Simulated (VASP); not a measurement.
# Al16HRu16 (a cell with a defect) in VASP: single point with PBE

Aim: the single point of Al16HRu16 (a cell with a defect) with PBE.

Program: VASP 6.6.1. These are calculated values, not measurements. Logs are shortened: lines on timing, memory, paths and dates and some standing lists are left out, and cuts for length are marked.

### Step 1. The cell of the first run

The cell holds a defect, 33 atoms: a = 8.495 Å, b = 8.495 Å, c = 8.495 Å, α = 60.00°, β = 60.00°, γ = 60.00°.

### Step 2. Single point, PBE

Input file INCAR:

```
SYSTEM = Al16HRu16
PREC = Accurate ; ENCUT = 520
EDIFF = 1E-6 ; ISMEAR = 1
SIGMA = 0.1 ; LREAL = Auto
LASPH = .TRUE. ; NELM = 80
ALGO = Normal ; ISIF = 2
LWAVE = .FALSE. ; LCHARG = .FALSE.
GGA = PE ; NBANDS = 158
```

Input file KPOINTS:

```
regular mesh
0
G
  2 2 2
  0 0 0
```

Input file POSCAR:

```
Al16HRu16
1.0
    0.0000000000      6.0068828200      6.0068828200
    6.0068828200      0.0000000000      6.0068828200
    6.0068828200      6.0068828200      0.0000000000
Al Ru H
16 16 1
Direct
    0.0014389700      0.0005964500     -0.0010132900
    0.2496918300      0.2505763800      0.2504173900
   -0.0005348300      0.0003503500      0.5006432800
    0.2494467200      0.2486021800      0.7509795700
    0.0012775900      0.4993020800     -0.0002850200
    0.2491350600      0.7499967700      0.2495829300
    0.0004919700      0.4993228100      0.5002595300
    0.2501736400      0.7493350100      0.7508164300
    0.5000481700      0.0009083900     -0.0013279200
    0.7507402000      0.2487667800      0.2502495500
    0.5007075600     -0.0001308500      0.5002811200
    0.7507202700      0.2495497100      0.7500338400
    0.5008730600      0.4989411200     -0.0007598900
    0.7648508700      0.7548822300      0.2446876800
    0.4951581900      0.4851866900      0.5143889200
    0.7511024200      0.7491687900      0.7490102500
    0.1252470100      0.1248104500      0.1252983900
    0.3752879800      0.3744818800      0.3747510900
    0.1254169600      0.1246288500      0.6251228900
    0.3744987400      0.3737749200      0.8777553600
    0.1281729200      0.6236430400      0.1240418900
    0.3720332600      0.8780037900      0.3771566800
    0.1249701200      0.6247901400      0.6251064100
    0.3758025100      0.8742308600      0.8747771200
    0.6252442500      0.1250652700      0.1248328000
    0.8746178300      0.3754121300      0.3748190300
    0.6263883700      0.1218558300      0.6258267900
    0.8755435700      0.3744929300      0.8749651700
    0.6276144000      0.6224358000      0.1216233200
    0.8762825300      0.8755603700      0.3759680300
    0.6252857300      0.6247732600      0.6241170800
    0.8755664600      0.8747599400      0.8744729800
    0.5617438100      0.6882958800      0.3113519600
```

Potentials or basis: VASP PAW PBE potentials, release 64 (Al, Ru_pv, H).

Run with:

```bash
cat potpaw_PBE.64/Al/POTCAR potpaw_PBE.64/Ru_pv/POTCAR potpaw_PBE.64/H/POTCAR > POTCAR
mpirun -np 1 vasp_std > vasp.out
```

OUTCAR:

```text
SYSTEM = Al16HRu16
   PREC = Accurate
   ENCUT = 520
   EDIFF = 1E-6
   ISMEAR = 1
   LREAL = Auto
   LASPH = .TRUE.
   NELM = 80
   ISIF = 2
   GGA = PE

 ion  position               nearest neighbor table
   1  0.001  0.001  0.999-  19 2.59  28 2.59  17 2.60  24 2.60  25 2.61  32 2.61  21 2.61  30 2.61
                            14 2.90   4 2.98   6 2.99   8 3.00  10 3.00  12 3.00
   2  0.250  0.251  0.250-  22 2.58  20 2.58  21 2.59  18 2.59  19 2.60  26 2.60  17 2.60  25 2.60
                             7 2.99   5 3.00  13 3.00   3 3.01  11 3.01   9 3.01
   3  0.999  0.000  0.501-  22 2.58  30 2.58  27 2.59  32 2.59  19 2.60  26 2.60  17 2.60  23 2.60
                            12 2.99  10 3.00  16 3.00   2 3.01   8 3.01   6 3.01
   4  0.249  0.249  0.751-  19 2.59  28 2.59  17 2.60  24 2.60  23 2.61  18 2.61  27 2.61  20 2.61
                            15 2.90   1 2.98   9 2.99  11 3.00   5 3.00   7 3.00
   5  0.001  0.499  1.000-  20 2.59  29 2.59  17 2.60  23 2.60  26 2.60  28 2.60  32 2.60  21 2.60
                             8 3.00   2 3.00   4 3.00  16 3.01  14 3.01  10 3.01
   6  0.249  0.750  0.250-  30 2.59  21 2.59  24 2.60  17 2.60  18 2.60  23 2.60  29 2.63  22 2.63
                             1 2.99   7 3.00  13 3.01   3 3.01   9 3.01  15 3.07
   7  0.000  0.499  0.500-  19 2.60  28 2.60  23 2.60  18 2.60  31 2.60  26 2.60  21 2.61  30 2.61
                            14 2.95   2 2.99  16 3.00   6 3.00  12 3.00   4 3.00
   8  0.250  0.749  0.751-  21 2.59  22 2.59  24 2.60  32 2.60  31 2.60  19 2.60  23 2.60  20 2.60
                             5 3.00  13 3.00   1 3.00   3 3.01  15 3.01  11 3.01
   9  0.500  0.001  0.999-  27 2.59  20 2.59  17 2.60  24 2.60  25 2.60  32 2.60  29 2.63  22 2.63
[... 32 lines left out ...]
                            20 2.99  18 3.00  28 3.00  22 3.01  32 3.01  30 3.02
  26  0.875  0.375  0.375-   3 2.60   2 2.60  10 2.60   5 2.60  12 2.60   7 2.60  15 2.64  14 2.64
                            31 3.00  17 3.00  29 3.00  19 3.01  27 3.01  21 3.01
  27  0.626  0.122  0.626-  15 2.52  16 2.59   9 2.59   3 2.59  11 2.59  10 2.61  12 2.61   4 2.61
                            30 2.98  32 2.99  24 2.99  26 3.01  18 3.02  20 3.03
  28  0.876  0.374  0.875-   1 2.59   4 2.59  13 2.60  16 2.60  12 2.60   7 2.60  10 2.60   5 2.60
                            29 2.97  19 3.00  23 3.00  25 3.00  17 3.00  31 3.01
  29  0.628  0.622  0.122-  33 1.71  16 2.58  13 2.58   5 2.59  10 2.59   9 2.63   6 2.63  14 2.72
                            15 2.72  28 2.97  24 3.00  26 3.00  32 3.01  18 3.01  22 3.07
  30  0.876  0.876  0.376-  14 2.52   3 2.58   6 2.59  16 2.59  10 2.59  11 2.61   7 2.61   1 2.61
                            27 2.98  23 2.99  17 2.99  31 3.01  25 3.02  21 3.03
  31  0.625  0.625  0.624-  11 2.60  16 2.60   8 2.60  13 2.60   7 2.60  12 2.60  14 2.63  15 2.64
                            26 3.00  24 3.00  22 3.00  28 3.01  30 3.01  20 3.01
  32  0.876  0.875  0.874-  14 2.57   3 2.59   8 2.60  12 2.60   5 2.60  16 2.60   9 2.60   1 2.61
                            27 2.99  23 3.00  19 3.00  29 3.01  25 3.01  21 3.02
  33  0.562  0.688  0.311-  22 1.71  29 1.71  14 1.82  15 1.82

  LATTYP: Found a face centered cubic cell.
 ALAT       =    12.0137656400

  Lattice vectors:

 A1 = (   0.0000000000,   6.0068828200,   6.0068828200)
 A2 = (   6.0068828200,   0.0000000000,   6.0068828200)
 A3 = (   6.0068828200,   6.0068828200,   0.0000000000)

Analysis of symmetry for initial positions (statically):
=====================================================================
 Subroutine PRICEL returns:
 Original cell was already a primitive cell.

 Routine SETGRP: Setting up the symmetry group for a
 face centered cubic supercell.

 Subroutine GETGRP returns: Found  1 space group operations
 (whereof  1 operations were pure point group operations)
 out of a pool of 48 trial point group operations.

The static configuration has the point symmetry C_1 .

Analysis of symmetry for dynamics (positions and initial velocities):
=====================================================================
 Subroutine PRICEL returns:
 Original cell was already a primitive cell.

 Routine SETGRP: Setting up the symmetry group for a
 face centered cubic supercell.

 Subroutine GETGRP returns: Found  1 space group operations
 (whereof  1 operations were pure point group operations)
 out of a pool of 48 trial point group operations.

The dynamic configuration has the point symmetry C_1 .

 Subroutine INISYM returns: Found  1 space group operations
 (whereof  1 operations are pure point group operations),
 and found     1 'primitive' translations

----------------------------------------------------------------------------------------

                                     Primitive cell

  volume of cell :     433.4884

[... 86 lines left out ...]

 Generating k-lattice:

  Cartesian coordinates                     Fractional coordinates (reciprocal lattice)
    -0.041618924  0.041618924  0.041618924     0.500000000  0.000000000  0.000000000
     0.041618924 -0.041618924  0.041618924     0.000000000  0.500000000  0.000000000
     0.041618924  0.041618924 -0.041618924     0.000000000  0.000000000  0.500000000

  Length of vectors
     0.072086091  0.072086091  0.072086091

  Shift w.r.t. Gamma in fractional coordinates (k-lattice)
     0.000000000  0.000000000  0.000000000

 Subroutine IBZKPT returns following result:
 ===========================================

 Found      8 irreducible k-points:

 Following reciprocal coordinates:
            Coordinates               Weight
  0.000000  0.000000  0.000000      1.000000
  0.500000  0.000000  0.000000      1.000000
  0.000000  0.500000  0.000000      1.000000
  0.000000  0.000000  0.500000      1.000000
  0.500000  0.500000  0.500000      1.000000
  0.500000  0.500000  0.000000      1.000000
  0.000000  0.500000  0.500000      1.000000
  0.500000  0.000000  0.500000      1.000000
   k-points           NKPTS =      8   k-points in BZ     NKDIM =      8   number of bands    NBANDS=    158
   number of dos      NEDOS =    301   number of ions     NIONS =     33
   total plane-waves  NPLWV = 262144
   dimension x,y,z NGX =    64 NGY =   64 NGZ =   64
   dimension x,y,z NGXF=   128 NGYF=  128 NGZF=  128
   ions per type =              16  16   1
   NGX,Y,Z   is equivalent  to a cutoff of  12.52, 12.52, 12.52 a.u.
   NGXF,Y,Z  is equivalent  to a cutoff of  25.05, 25.05, 25.05 a.u.
 SYSTEM =  Al16HRu16
   PREC   = accura    normal or accurate (medium, high low for compatibility)
   ISTART =      0    job   : 0-new  1-cont  2-samecut
   ICHARG =      2    charge: 1-file 2-atom 10-const
   ISPIN  =      1    spin polarized calculation?
   LNONCOLLINEAR =      F non collinear calculations
   LSORBIT =      F    spin-orbit coupling
   LASPH  =      T    aspherical Exc in radial PAW
   ENCUT  =  520.0 eV  38.22 Ry    6.18 a.u.  15.80 15.80 15.80*2*pi/ulx,y,z
   NELM   =     80;   NELMIN=  2; NELMDL= -5     # of ELM steps
   EDIFF  = 0.1E-05   stopping-criterion for ELM
   LREAL  =      T    real-space projection
   EDIFFG = 0.1E-04   stopping-criterion for IOM
   NSW    =      0    number of steps for IOM
[... 5 lines left out ...]
   TEBEG  =    0.0;   TEEND  =   0.0 temperature during run
   PSTRESS=    0.0 pullay stress
   NELECT =     273.0000    total number of electrons
   NUPDOWN=      -1.0000    fix difference up-down
   EMIN   =  10.00;   EMAX   =-10.00  energy-range for DOS
   EFERMI =   0.00;   METHOD = LEGACY
   ISMEAR =     1;   SIGMA  =   0.10  broadening in eV -4-tet -1-fermi 0-gaus
   EFERMI_NEDOS =   21; number of points for ismear=-14 and -15
   IALGO  =     38    algorithm
   IMIX   =      4    mixing-type and parameters
     AMIX     =   0.40;   BMIX     =  1.00
     AMIX_MAG =   1.60;   BMIX_MAG =  1.00
  volume/ion in A,a.u.               =      13.14        88.65
  Fermi-wavevector in a.u.,A,eV,Ry     =   1.403255  2.651767 26.791561  1.969124
  Thomas-Fermi vector in A             =   2.525935
   LORBIT       =      0    0 simple, 1 ext, 2 COOP (PROOUT), +10 PAW based schemes
   GGA     = PE    functional components
   LHFCALC =     F    Hartree Fock is set to
   AEXX    =    0.0000 exact exchange contribution
   IVDW    =     0    specifies the selected vdW correction
   LEPSILON=     F    determine dielectric tensor
   LRPA    =     F    only Hartree local field effects (RPA)
 non-spin polarized calculation
 Methfessel and Paxton  Order N= 1 SIGMA  =   0.10
  energy-cutoff  :      520.00
  volume of cell :      433.49
 maximum number of plane-waves:     11708
 NGX is ok and might be reduce to    64
   NGX = 31   NGY = 31   NGZ = 31

 number of electron     273.0000061 magnetization

 Free energy of the ion-electron system (eV)
  ---------------------------------------------------
  ext. energy  EPLUGINS =         0.00000000
  ---------------------------------------------------
  free energy    TOTEN  =      -231.76655256 eV

  energy without entropy =     -231.74456718  energy(sigma->0) =     -231.75922410

 E-fermi :  10.6768     XC(G=0): -12.5232

 val. band max:       10.4209613317   @ k =   0.5000   0.0000   0.0000
 cond. band min:      10.6925954428   @ k =   0.0000   0.5000   0.0000
 fundamental gap:      0.2716341112
 Fermi energy:        10.6767927134

 k-point     1 :       0.0000    0.0000    0.0000
  band No.  band energies     occupation
      1     -31.5733      2.00000
      2     -31.4839      2.00000
      3     -31.3750      2.00000
      4     -31.3552      2.00000
      5     -31.3461      2.00000
      6     -31.3370      2.00000
[... 1197 lines left out ...]
    147      12.6456     -0.00000
    148      12.6946      0.00000
 [bands above 148 left out]

------------------------ aborting loop because EDIFF is reached ----------------------------------------

  FORCE on cell =-STRESS in cart. coord.  units (eV):
  Direction    XX          YY          ZZ          XY          YZ          ZX
  --------------------------------------------------------------------------------------
  -------------------------------------------------------------------------------------
  Total        2.5744952      2.0827409      4.4985636     -0.0009427     -0.0005884     -0.0001235
  in kB        9.5153594      7.6978308     16.6267350     -0.0034843     -0.0021749     -0.0004563
  external PRESSURE =      11.2799751 kB  Pullay stress =       0.0000000 kB

 VOLUME and BASIS-vectors are now :
 -----------------------------------------------------------------------------
  energy-cutoff  :      520.00
  volume of cell :      433.49
      direct lattice vectors                 reciprocal lattice vectors
     0.000000000  6.006882820  6.006882820    -0.083237848  0.083237848  0.083237848
     6.006882820  0.000000000  6.006882820     0.083237848 -0.083237848  0.083237848
     6.006882820  6.006882820  0.000000000     0.083237848  0.083237848 -0.083237848

 POSITION                                       TOTAL-FORCE (eV/Angst)
 -----------------------------------------------------------------------------------
      6.00438      6.00944      0.01223        -0.000305      0.024977     -0.085179
      3.00941      3.00410      3.00505         0.047212     -0.022435      0.010839
      3.00941      9.01098      6.00577         0.047315     -0.022069     -0.010545
      6.00437      6.00944      2.99172        -0.000247      0.024929      0.084801
      9.00442      6.01285      3.00692         0.006881      0.006714      0.033317
      6.00436      2.99574      6.00167        -0.000310      0.023573     -0.027896
[... 25 lines left out ...]
     10.50744     10.51228     10.51401         0.006761     -0.006540      0.010389
      6.00477      5.24458      7.50884        -0.001718     -0.237303     -0.000071
 -----------------------------------------------------------------------------------
    total drift:                                0.004491      0.000968     -0.001063

  FREE ENERGIE OF THE ION-ELECTRON SYSTEM (eV)
  ---------------------------------------------------
  free  energy   TOTEN  =      -231.7665525612 eV

  energy  without entropy=     -231.7445671826  energy(sigma->0) =     -231.75922410
```

Run time: 33 min. Hardware: 1 thread of Intel Xeon Platinum 8488C (Sapphire Rapids), shared host; peak memory 0.77 GiB.

Results:

| Item | Value |
| --- | --- |
| Free energy | -231.7666 eV |
| Pressure | 1.1 GPa |
| Largest force | 0.237 eV/Å |
| Band gap on the k mesh | zero (an odd number of electrons rules out a gap without spin polarisation) |

Forces on the atoms (eV/Å):
```
Al   0.000  0.025 -0.085
Al   0.047 -0.022  0.011
Al   0.047 -0.022 -0.011
Al   0.000  0.025  0.085
Al   0.007  0.007  0.033
Al   0.000  0.024 -0.028
Al  -0.001 -0.021  0.020
Al  -0.007  0.007 -0.033
Al   0.000  0.023  0.027
Al   0.006  0.007 -0.033
Al  -0.006  0.007  0.033
Al  -0.001 -0.022 -0.020
Al  -0.046 -0.023 -0.009
Al   0.001  0.020  0.057
Al   0.001  0.019 -0.056
Al  -0.046 -0.023  0.009
Ru  -0.007 -0.008 -0.001
Ru   0.007 -0.007 -0.011
Ru  -0.152  0.002  0.000
Ru   0.001  0.042 -0.040
Ru  -0.005  0.046  0.040
Ru  -0.116  0.059  0.001
Ru  -0.004 -0.008 -0.012
Ru   0.011 -0.011  0.001
Ru  -0.004 -0.009  0.014
Ru   0.051 -0.022  0.001
Ru  -0.005  0.046 -0.038
Ru   0.150  0.004  0.001
Ru   0.113  0.057 -0.001
Ru   0.001  0.042  0.037
Ru  -0.047 -0.020 -0.001
Ru   0.007 -0.007  0.010
H   -0.002 -0.237  0.000
```

Caveat: the k points lie up to 0.45 Å⁻¹ apart, too coarse for converged energies and pressures of a metal.

The gap in the log of VASP goes by the Fermi energy; the results here count the filled bands.